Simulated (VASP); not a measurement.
A run of VASP 6.6.1 is set up as follows.

The input INCAR:

```
SYSTEM = TiAl3
PREC = Accurate
ENCUT = 520
EDIFF = 1E-7
ISMEAR = -1
SIGMA = 0.15
LREAL = .FALSE.
LASPH = .TRUE.
NELM = 60
ALGO = Fast
ISIF = 2
LWAVE = .FALSE.
LCHARG = .FALSE.
NBANDS = 18
```

File KPOINTS:

```
Automatic mesh
0
G
  16 16 16
  0 0 0
```

POSCAR

```
TiAl3
1.0
   -1.8924269455      1.8924269455      4.2323877448
    1.8924269455     -1.8924269455      4.2323877448
    1.8924269455      1.8924269455     -4.2323877448
Ti Al
1 3
Direct
    0.0000000000      0.0000000000      0.0000000000
    0.5000000000      0.5000000000      0.0000000000
    0.7500000000      0.2500000000      0.5000000000
    0.2500000000      0.7500000000      0.5000000000
```

Potentials or basis: VASP PAW LDA potentials, release 64 (Ti_sv, Al).

Launch:

```sh
$ cat potpaw_LDA.64/Ti_sv/POTCAR potpaw_LDA.64/Al/POTCAR > POTCAR
$ mpirun -np 1 vasp_std > vasp.out
```

(1) What does it give for the band gap on the k mesh?

(2) Predict the pressure.

## Answers

(1) zero (an odd number of electrons rules out a gap without spin polarisation).

(2) 0.2 GPa.
